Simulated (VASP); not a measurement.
Crystal: KF.

```xyz
2
Lattice="0.0000 2.7243 2.7243 2.7243 0.0000 2.7243 2.7243 2.7243 0.0000" Properties=species:S:1:pos:R:3 pbc="T T T"
K     0.0000    0.0000    0.0000
F     2.7243    2.7243    2.7243
```

Base run:

* Program: VASP 6.6.1
* Functional: LDA
* Potentials or basis: VASP PAW LDA potentials, release 64 (K_sv, F)
* Cutoff: 520 eV
* k mesh: 9 × 9 × 9
* Occupations: fermi-dirac, width 0.05 eV
* Spin: no spin polarisation

Its results: band gap on the k mesh 5.51 eV; pressure -4.7 GPa.

Question: The run is repeated on the same cell with these changes: functional from LDA to r2SCAN; potentials or basis from VASP PAW LDA potentials, release 64 (K_sv, F) to VASP PAW PBE potentials, release 64 (K_sv, F). What comes out?

Answer: Band gap on the k mesh 6.53 eV; pressure -2.2 GPa.

Caveats: an odd mesh through Γ misses points on the zone boundary, where band edges can lie; the cell stands under tension (at least some runs); the PAW data sets were made with another functional, which shifts forces and pressure a little (at least some runs).
